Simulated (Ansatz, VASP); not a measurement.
Zn2SnN3 in VASP and in Ansatz

```
CELL_PARAMETERS angstrom
3.82500 0.00000 0.00000
-1.91250 3.31255 0.00000
0.00000 0.00000 7.53119
ATOMIC_POSITIONS crystal
Zn 0.00000 0.00000 0.26510
Zn 0.00000 0.00000 0.73490
Sn 0.00000 0.00000 0.00000
N 0.50000 0.00000 0.00000
N 0.00000 0.50000 0.00000
N 0.50000 0.50000 0.00000
```

Alike in both runs: task relaxation of cell and atoms; functional PBE; k mesh 6 × 6 × 2; occupations gaussian, width 0.1 eV; no spin polarisation.

|  | VASP | Ansatz |
| --- | --- | --- |
| version | VASP 6.6.1 | Ansatz 0.2.0 |
| potentials or method | VASP PAW PBE potentials, release 64 (Zn, Sn_d, N), cutoff 600 eV | scalar-relativistic, plane waves, PAW |
| valence electrons in the cell | 53 | 53 |

Ansatz gave:

| Quantity | Value |
| --- | --- |
| gap on the k mesh at the Fermi level, each at its own relaxed structure (eV) | none |
| relaxed volume (Å³/atom) | 22.56 |
| relaxed cell length with the largest relative difference (Å) | 7.946 |

What did VASP give for the same quantities?

gap on the k mesh at the Fermi level, each at its own relaxed structure (eV): none; relaxed volume (Å³/atom): 22.47; relaxed cell length with the largest relative difference (Å): 7.927.

A gap of «none» marks a metal or a gap that the smearing closes.

The k mesh is coarse, so the values compare programs but aren't converged. Noted on VASP's run: the volume moved by over 15 % at a fixed basis, so the end points are rough.
